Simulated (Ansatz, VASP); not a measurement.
## Mg6F in VASP and in Ansatz

File INCAR:

```
  PREC = Accurate
  ENCUT = 520
  EDIFF = 1E-6
  ISMEAR = 0
  SIGMA = 0.1
  LREAL = F
  LASPH = T
  NELM = 100
  ALGO = Normal
  ISIF = 2
  LWAVE = F
  LCHARG = F
  LDIPOL = T
  IDIPOL = 3
  DIPOL = 0.5 0.5 0.321
  GGA = PE
  NBANDS = 18
```

Contents of KPOINTS:

```
regular mesh
0
Gamma
  9 4 1
```

POSCAR

```
Mg6F
1.0
    3.2034417932      0.0000000000      0.0000000000
   -1.6017208966      7.8153198520      0.0000000000
    0.0000000000      0.0000000000     20.9851131634
Mg F
6 1
Direct
    0.8493879956      0.6987759913      0.1906113143
    0.5210014932      0.0420029864      0.2197581863
    0.1926149907      0.3852299814      0.2489050583
    0.3710660944      0.7414803149      0.3283003664
    0.0426232582      0.0834482649      0.3542380799
    0.7128162912      0.4251093731      0.3805132287
    0.7128162912      1.0501093731      0.5249012992
```

Input for Ansatz:

```yaml
crystal:
  lattice:
    - [3.2034417932, 0.0, 0.0]
    - [-1.6017208966, 7.815319852, 0.0]
    - [0.0, 0.0, 20.9851131634]
  atoms:
    - { symbol: Mg, position: [0.8493879956, 0.6987759913, 0.1906113143] }
    - { symbol: Mg, position: [0.5210014932, 0.0420029864, 0.2197581863] }
    - { symbol: Mg, position: [0.1926149907, 0.3852299814, 0.2489050583] }
    - { symbol: Mg, position: [0.3710660944, 0.7414803149, 0.3283003664] }
    - { symbol: Mg, position: [0.0426232582, 0.0834482649, 0.3542380799] }
    - { symbol: Mg, position: [0.7128162912, 0.4251093731, 0.3805132287] }
    - { symbol: F, position: [0.7128162912, 1.0501093731, 0.5249012992] }
basis:
  ecutwfc: 420
kpoints:
  mp_grid: { grid: [9, 4, 1] }
hamiltonian:
  xc: pbe
scf:
  occupations: { method: gaussian, width: 0.1 }
output:
  forces: true
  eigenvalues: true
efield:
  axis: 3
  dipole_correction: true
  ramp_width: 0.04
```

Alike in both runs: task single point; functional PBE; k mesh 9 × 4 × 1; occupations gaussian, width 0.1 eV; no spin polarisation.

```csv
,VASP,Ansatz
version,VASP 6.6.1,Ansatz 0.2.0
potentials or method,"VASP PAW PBE potentials, release 64 (Mg, F), cutoff 520 eV","scalar-relativistic, plane waves, PAW"
valence electrons in the cell,19,67
```

|  | VASP | Ansatz | Ansatz less VASP |
| --- | --- | --- | --- |
| gap on the k mesh at the Fermi level (eV) | none | none | - |
| rms of the force components (eV/Å) | 0.245 | 0.246 | +0.0014 |

Atom by atom the forces differ by 0.003 eV/Å (rms over components). A gap of «none» marks a metal or a gap that the smearing closes. VASP's potentials hold 19 valence electrons a cell and Ansatz's 67, so a difference there can come from the potentials and not from the codes.
